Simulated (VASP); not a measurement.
A run of VASP 6.6.1:

Contents of INCAR:

```
SYSTEM = Rh
PREC = Accurate
ENCUT = 520
EDIFF = 1E-6
ISMEAR = 0
SIGMA = 0.05
LREAL = .False.
LASPH = .True.
NELM = 60
ALGO = Fast
ISIF = 2
LWAVE = .False.
LCHARG = .True.
GGA = PS
LELF = .True.
LVHAR = .True.
NBANDS = 14
```

The input KPOINTS:

```
regular mesh
0
Gamma
  16 16 16
  0 0 0
```

The input POSCAR:

```
Rh
1.0
    0.0000000000      1.8810061086      1.8810061086
    1.8810061086      0.0000000000      1.8810061086
    1.8810061086      1.8810061086      0.0000000000
Rh
1
Direct
    0.0000000000      0.0000000000      0.0000000000
```

Potentials or basis: VASP PAW PBE potentials, release 64 (Rh_pv).

Launch:

```sh
$ cat potpaw_PBE.64/Rh_pv/POTCAR > POTCAR
$ mpirun -np 1 vasp_std > vasp.out
```

Hardware: 1 thread of Intel(R) Xeon(R) Platinum 8488C (Sapphire Rapids) (shared host).

Q: Estimate the wall time of this run.

A: It took 14 s on 1 thread of Intel(R) Xeon(R) Platinum 8488C (Sapphire Rapids) (shared host), peak memory 0.13 GiB. Counts: scf iterations 11, k points 145.
